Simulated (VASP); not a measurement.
Write the native input for VASP 6.6.1 that does the following.

```yaml
Task: single point
Functional: r2SCAN
Dispersion: D3(BJ)
Potentials_or_basis: VASP PAW PBE potentials, release 64 (Ga_d, P)
Cutoff: 520 eV
k_mesh: 8 × 8 × 8
Occupations: gaussian, width 0.05 eV
Spin: no spin polarisation
Dipole_correction: no
Further_INCAR_settings: ALGO = Normal; EDIFF = 1e-06; NBANDS = 16
```

The system is GaP.

```
Ga P
1.0
     0.00000    2.69801    2.69801
     2.69801    0.00000    2.69801
     2.69801    2.69801    0.00000
Ga P
1 1
Direct
  0.00000 0.00000 0.00000
  0.75000 0.75000 0.75000
```

This cell differs from its parent crystal: volume scaled by 0.98.

The input as run:

POSCAR

```
GaP
1.0
    0.0000000000      2.6980148253      2.6980148253
    2.6980148253      0.0000000000      2.6980148253
    2.6980148253      2.6980148253      0.0000000000
Ga P
1 1
Direct
    0.0000000000      0.0000000000      0.0000000000
    0.7500000000      0.7500000000      0.7500000000
```

INCAR.step1

```
  PREC = Accurate
  ENCUT = 520
  ISMEAR = 0
  SIGMA = 0.05
  LREAL = F
  LASPH = T
  NELM = 100
  NBANDS = 16
  GGA = PE
  ALGO = Normal
  EDIFF = 1E-4
  LWAVE = T
  LCHARG = F
```

INCAR.step2

```
  PREC = Accurate
  ENCUT = 520
  EDIFF = 1E-6
  ISMEAR = 0
  SIGMA = 0.05
  LREAL = F
  LASPH = T
  NELM = 100
  ALGO = Normal
  ISIF = 2
  LWAVE = F
  LCHARG = F
  METAGGA = R2SCAN
  LMIXTAU = T
  IVDW = 12
  VDW_S6 = 1.0
  VDW_S8 = 0.78981345
  VDW_A1 = 0.49484001
  VDW_A2 = 5.73083694
  NBANDS = 16
  ISTART = 1
```

KPOINTS

```
regular mesh
0
Gamma
  8 8 8
```

Potentials or basis: VASP PAW PBE potentials, release 64 (Ga_d, P).

Run with:

```bash
$ cat potpaw_PBE.64/Ga_d/POTCAR potpaw_PBE.64/P/POTCAR > POTCAR
$ cp INCAR.step1 INCAR
$ mpirun -np 1 vasp_std > vasp.out
$ cp INCAR.step2 INCAR
$ mpirun -np 1 vasp_std > vasp.out
```

Results of the run:

The pressure is 1.6 GPa and the band gap on the k mesh is 1.85 eV, indirect (least direct gap 2.61 eV). The dispersion energy per atom is -0.154 eV.

Caveat: three body term missing; the PAW data sets were made with another functional, which shifts forces and pressure a little.

Wall time 86 s on 1 thread of AMD EPYC 9R45 (Zen 5), on a shared host, peak memory 0.15 GiB.
